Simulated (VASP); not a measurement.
# C in VASP: settings compared

The runs below take C through single point, with PBE, r2SCAN.

Everything below comes from runs of VASP 6.6.1. Logs are shortened: lines on timing, memory, paths and dates and some standing lists are left out, and cuts for length are marked.

## Step 1: The cell of the first run

It takes space group Imma (No. 74, orthorhombic). Conventional cell: a = 2.467 Å, b = 2.568 Å, c = 3.560 Å, α = 90.00°, β = 90.00°, γ = 90.00°. C (site symmetry mm2) has 4 C at 1.52 to 1.56 Å within 2.0 Å.

## Step 2: Single point, PBE (shear xy strain +4.0%)

INCAR

```
PREC = Accurate ; ENCUT = 520
EDIFF = 1E-6 ; ISMEAR = -1
SIGMA = 0.02 ; LREAL = F
LASPH = T ; NELM = 80
ALGO = Normal ; ISIF = 2
LWAVE = F ; LCHARG = F
GGA = PE ; NBANDS = 11
```

KPOINTS

```
Automatic mesh
0
Gamma
  12 12 12
```

POSCAR

```
C
1.0
    0.0356024828      1.7801241423      1.7801241423
    1.7801241423      0.0356024828      1.7801241423
    1.8157266251      1.8157266251      0.0000000000
C
2
Direct
    0.0003241745      0.0003241745     -0.0003241745
    0.2496758255      0.2496758255      0.2503241745
```

Potentials or basis: VASP PAW PBE potentials, release 64 (C).

Launch:

```bash
> cat potpaw_PBE.64/C/POTCAR > POTCAR
> mpirun -np 1 vasp_std > vasp.out
```

OUTCAR:

```text
PREC = Accurate
   ENCUT = 520
   EDIFF = 1E-6
   ISMEAR = -1
   LREAL = F
   LASPH = T
   NELM = 80
   ISIF = 2
   GGA = PE

 ion  position               nearest neighbor table
   1  0.000  0.000  1.000-   2 1.52   2 1.52   2 1.56   2 1.56
   2  0.250  0.250  0.250-   1 1.52   1 1.52   1 1.56   1 1.56

  LATTYP: Found a body centered orthorhombic cell.
 ALAT       =     2.4671261907
 B/A-ratio  =     1.0408163265
 C/A-ratio  =     1.4430750636

  Lattice vectors:

 A1 = (   1.7801241423,   0.0356024828,  -1.7801241423)
 A2 = (  -1.7801241423,  -0.0356024828,  -1.7801241423)
 A3 = (   0.0356024828,   1.7801241423,   1.7801241423)

Analysis of symmetry for initial positions (statically):
=====================================================================
 Subroutine PRICEL returns:
 Original cell was already a primitive cell.

 Routine SETGRP: Setting up the symmetry group for a
 body centered orthorhombic supercell.

 Subroutine GETGRP returns: Found  8 space group operations
 (whereof  4 operations were pure point group operations)
 out of a pool of  8 trial point group operations.

The static configuration has the point symmetry C_2v.
 The point group associated with its full space group is D_2h.

Analysis of symmetry for dynamics (positions and initial velocities):
=====================================================================
 Subroutine PRICEL returns:
 Original cell was already a primitive cell.

 Routine SETGRP: Setting up the symmetry group for a
 body centered orthorhombic supercell.

 Subroutine GETGRP returns: Found  8 space group operations
 (whereof  4 operations were pure point group operations)
 out of a pool of  8 trial point group operations.

The dynamic configuration has the point symmetry C_2v.
 The point group associated with its full space group is D_2h.

 Subroutine INISYM returns: Found  8 space group operations
 (whereof  4 operations are pure point group operations),
 and found     1 'primitive' translations

----------------------------------------------------------------------------------------

                                     Primitive cell

  volume of cell :      11.2774

  direct lattice vectors                    reciprocal lattice vectors
     0.035602483  1.780124142  1.780124142    -0.286611517  0.286611517  0.280879287
     1.780124142  0.035602483  1.780124142     0.286611517 -0.286611517  0.280879287
     1.815726625  1.815726625  0.000000000     0.275371850  0.275371850 -0.280879287

  length of vectors
     2.517727440  2.517727440  2.567825219     0.493138416  0.493138416  0.480158813

  position of ions in fractional coordinates (direct lattice)
     0.000324175  0.000324175  0.999675825
     0.249675825  0.249675825  0.250324175

  ion indices of the primitive-cell ions
   primitive index   ion index
                 1           1
                 2           2

----------------------------------------------------------------------------------------

 KPOINTS: Automatic mesh

Automatic generation of k-mesh.
 Grid dimensions read from file:
 generate k-points for:   12   12   12

 Generating k-lattice:

  Cartesian coordinates                     Fractional coordinates (reciprocal lattice)
    -0.023884293  0.023884293  0.023406607     0.083333333 -0.000000000  0.000000000
     0.023884293 -0.023884293  0.023406607    -0.000000000  0.083333333  0.000000000
     0.022947654  0.022947654 -0.023406607     0.000000000  0.000000000  0.083333333

  Length of vectors
     0.041094868  0.041094868  0.040013234

  Shift w.r.t. Gamma in fractional coordinates (k-lattice)
     0.000000000  0.000000000  0.000000000

 Subroutine IBZKPT returns following result:
 ===========================================

 Found    280 irreducible k-points:

 Following reciprocal coordinates:
            Coordinates               Weight
  0.000000  0.000000  0.000000      1.000000
  0.083333  0.000000  0.000000      4.000000
  0.166667 -0.000000  0.000000      4.000000
  0.250000 -0.000000  0.000000      4.000000
  0.333333 -0.000000  0.000000      4.000000
  0.416667 -0.000000  0.000000      4.000000
[... 16 lines left out ...]
  0.500000  0.166667  0.000000      4.000000
 -0.416667  0.166667  0.000000      4.000000
 [... further k-points ...]
   k-points           NKPTS =    280   k-points in BZ     NKDIM =    280   number of bands    NBANDS=     11
   number of dos      NEDOS =    301   number of ions     NIONS =      2
   total plane-waves  NPLWV =   8000
   dimension x,y,z NGX =    20 NGY =   20 NGZ =   20
   dimension x,y,z NGXF=    40 NGYF=   40 NGZF=   40
   ions per type =               2
   NGX,Y,Z   is equivalent  to a cutoff of  13.21, 13.21, 12.95 a.u.
   NGXF,Y,Z  is equivalent  to a cutoff of  26.41, 26.41, 25.90 a.u.
 SYSTEM =  unknown system
   PREC   = accura    normal or accurate (medium, high low for compatibility)
   ISTART =      0    job   : 0-new  1-cont  2-samecut
   ICHARG =      2    charge: 1-file 2-atom 10-const
   ISPIN  =      1    spin polarized calculation?
   LNONCOLLINEAR =      F non collinear calculations
   LSORBIT =      F    spin-orbit coupling
   LASPH  =      T    aspherical Exc in radial PAW
   ENCUT  =  520.0 eV  38.22 Ry    6.18 a.u.   4.68  4.68  4.77*2*pi/ulx,y,z
   NELM   =     80;   NELMIN=  2; NELMDL= -5     # of ELM steps
   EDIFF  = 0.1E-05   stopping-criterion for ELM
   LREAL  =      F    real-space projection
   EDIFFG = 0.1E-04   stopping-criterion for IOM
   NSW    =      0    number of steps for IOM
   IBRION =     -1    ionic relax: 0-MD 1-quasi-New 2-CG
   NFREE  =      0    steps in history (QN), initial steepest desc. (CG)
   ISIF   =      2    stress and relaxation
   ISYM   =      2    0-nonsym 1-usesym 2-fastsym
   POTIM  = 0.5000    time-step for ionic-motion
   TEBEG  =    0.0;   TEEND  =   0.0 temperature during run
   PSTRESS=    0.0 pullay stress
   NELECT =       8.0000    total number of electrons
   NUPDOWN=      -1.0000    fix difference up-down
   EMIN   =  10.00;   EMAX   =-10.00  energy-range for DOS
   EFERMI =   0.00;   METHOD = LEGACY
   ISMEAR =    -1;   SIGMA  =   0.02  broadening in eV -4-tet -1-fermi 0-gaus
   EFERMI_NEDOS =   21; number of points for ismear=-14 and -15
   IALGO  =     38    algorithm
   IMIX   =      4    mixing-type and parameters
     AMIX     =   0.40;   BMIX     =  1.00
     AMIX_MAG =   1.60;   BMIX_MAG =  1.00
  volume/ion in A,a.u.               =       5.64        38.05
  Fermi-wavevector in a.u.,A,eV,Ry     =   1.460055  2.759103 29.004351  2.131760
  Thomas-Fermi vector in A             =   2.576549
   LORBIT       =      0    0 simple, 1 ext, 2 COOP (PROOUT), +10 PAW based schemes
   GGA     = PE    functional components
   LHFCALC =     F    Hartree Fock is set to
   AEXX    =    0.0000 exact exchange contribution
   IVDW    =     0    specifies the selected vdW correction
   LEPSILON=     F    determine dielectric tensor
   LRPA    =     F    only Hartree local field effects (RPA)
 non-spin polarized calculation
  energy-cutoff  :      520.00
  volume of cell :       11.28
 maximum number of plane-waves:       313
   NGX =  9   NGY =  9   NGZ =  9

 number of electron       7.9999999 magnetization

 Free energy of the ion-electron system (eV)
  ---------------------------------------------------
  ext. energy  EPLUGINS =         0.00000000
  ---------------------------------------------------
  free energy    TOTEN  =       -18.15125296 eV

  energy without entropy =      -18.15125296  energy(sigma->0) =      -18.15125296

 E-fermi :  10.3147     XC(G=0): -13.2803

 val. band max:        9.8666820702   @ k =   0.0000   0.0000   0.0000
 cond. band min:      13.7611485544   @ k =   0.4167   0.4167   0.0000
 fundamental gap:      3.8944664843
 Fermi energy:        10.3147400721

 k-point     1 :       0.0000    0.0000    0.0000
  band No.  band energies     occupation
      1     -11.7460      2.00000
      2       9.7809      2.00000
      3       9.7843      2.00000
      4       9.8667      2.00000
      5      14.8493      0.00000
      6      15.3348      0.00000
      7      16.0083      0.00000
      8      23.3913      0.00000
      9      29.2134      0.00000
     10      36.4135      0.00000
     11      36.4611      0.00000

 k-point     2 :       0.0833    0.0000    0.0000
  band No.  band energies     occupation
      1     -11.5474      2.00000
      2       8.7054      2.00000
      3       9.4209      2.00000
      4       9.4577      2.00000
      5      15.3255      0.00000
      6      15.8277      0.00000
      7      16.5072      0.00000
      8      23.5682      0.00000
      9      29.5454      0.00000
     10      33.9823      0.00000
     11      34.3435      0.00000

 k-point     3 :       0.1667   -0.0000    0.0000
  band No.  band energies     occupation
      1     -10.9536      2.00000
      2       6.2469      2.00000
      3       8.6692      2.00000
      4       8.6981      2.00000
      5      16.3346      0.00000
      6      16.7543      0.00000
      7      17.3816      0.00000
      8      24.0477      0.00000
      9      30.1722      0.00000
     10      32.2091      0.00000
     11      32.8263      0.00000
[... 267 lines left out ...]
 k-point    23 :       0.5000    0.1667    0.0000
  band No.  band energies     occupation
      1      -5.8240      2.00000
      2      -2.0825      2.00000
      3       4.6520      2.00000
      4       5.5765      2.00000
      5      16.4869      0.00000
      6      20.3294      0.00000
      7      20.9914      0.00000
      8      24.9049      0.00000
      9      30.0434      0.00000
     10      33.7623      0.00000
     11      35.9959      0.00000

 k-point    24 :      -0.4167    0.1667    0.0000
  band No.  band energies     occupation
      1      -5.2186      2.00000
      2      -2.8121      2.00000
      3       4.2125      2.00000
      4       6.0033      2.00000
      5      16.9257      0.00000
      6      19.7777      0.00000
      7      20.9205      0.00000
      8      25.6361      0.00000
      9      29.5837      0.00000
     10      33.5337      0.00000
     11      34.7164      0.00000

 [... further k-points ...]

------------------------ aborting loop because EDIFF is reached ----------------------------------------

  FORCE on cell =-STRESS in cart. coord.  units (eV):
  Direction    XX          YY          ZZ          XY          YZ          ZX
  --------------------------------------------------------------------------------------
  -------------------------------------------------------------------------------------
  Total        0.4244370      0.4244370      0.3562238     -1.6210386      0.0000000      0.0000000
  in kB       60.2999113     60.2999113     50.6088423   -230.3015302      0.0000000      0.0000000
  external PRESSURE =      57.0695550 kB  Pullay stress =       0.0000000 kB

 VOLUME and BASIS-vectors are now :
 -----------------------------------------------------------------------------
  energy-cutoff  :      520.00
  volume of cell :       11.28
      direct lattice vectors                 reciprocal lattice vectors
     0.035602483  1.780124142  1.780124142    -0.286611517  0.286611517  0.280879287
     1.780124142  0.035602483  1.780124142     0.286611517 -0.286611517  0.280879287
     1.815726625  1.815726625  0.000000000     0.275371850  0.275371850 -0.280879287

 POSITION                                       TOTAL-FORCE (eV/Angst)
 -----------------------------------------------------------------------------------
      1.81573      1.81573      0.00115         0.000000      0.000000      0.054194
      0.90786      0.90786      0.88891        -0.000000     -0.000000     -0.054194
 -----------------------------------------------------------------------------------
    total drift:                               -0.000000     -0.000000     -0.000000

  FREE ENERGIE OF THE ION-ELECTRON SYSTEM (eV)
  ---------------------------------------------------
  free  energy   TOTEN  =       -18.1512529619 eV

  energy  without entropy=      -18.1512529619  energy(sigma->0) =      -18.15125296
```

Wall time 19 s (1 thread of Intel Xeon Platinum 8375C at 2.90GHz (Ice Lake), shared host); peak memory 0.13 GiB.

What came out:

- Free energy: -18.1513 eV
- Pressure: 5.7 GPa
- Largest force: 0.054 eV/Å
- Band gap on the k mesh: 3.89 eV, indirect (least direct gap 4.98 eV)

Forces on the atoms (eV/Å):
```
C    0.000  0.000  0.054
C    0.000  0.000 -0.054
```

Stress tensor (GPa, compression positive):
```
  6.03 -23.03   0.00
-23.03   6.03   0.00
  0.00   0.00   5.06
```

Levels at points of the mesh, in eV from the valence-band top:
| k point | band 1 | band 2 | band 3 | band 4 | band 5 | band 6 | band 7 | band 8 | band 9 |
| --- | --- | --- | --- | --- | --- | --- | --- | --- | --- |
| (0.00, 0.00, 0.00) | -21.61 | -0.09 | -0.08 | 0.00 | 4.98 | 5.47 | 6.14 | 13.52 | 19.35 |
| (0.50, 0.00, 0.00) | -15.52 | -13.50 | -3.09 | -3.01 | 8.03 | 8.12 | 8.91 | 15.64 | 21.86 |
| (0.50, 0.50, 0.00) | -13.09 | -12.65 | -6.79 | -5.96 | 3.94 | 5.54 | 16.80 | 16.90 | 22.92 |
| (0.00, 0.00, 0.50) | -16.08 | -13.48 | -2.69 | -2.66 | 8.11 | 8.86 | 9.49 | 15.73 | 21.76 |
| (0.50, 0.00, 0.50) | -12.86 | -12.86 | -6.38 | -6.38 | 4.72 | 4.72 | 16.75 | 16.75 | 23.38 |

Caveat: the cell differs from its parent crystal (shear xy strain +4.0%).

(Part 1 of 2 ends here.)
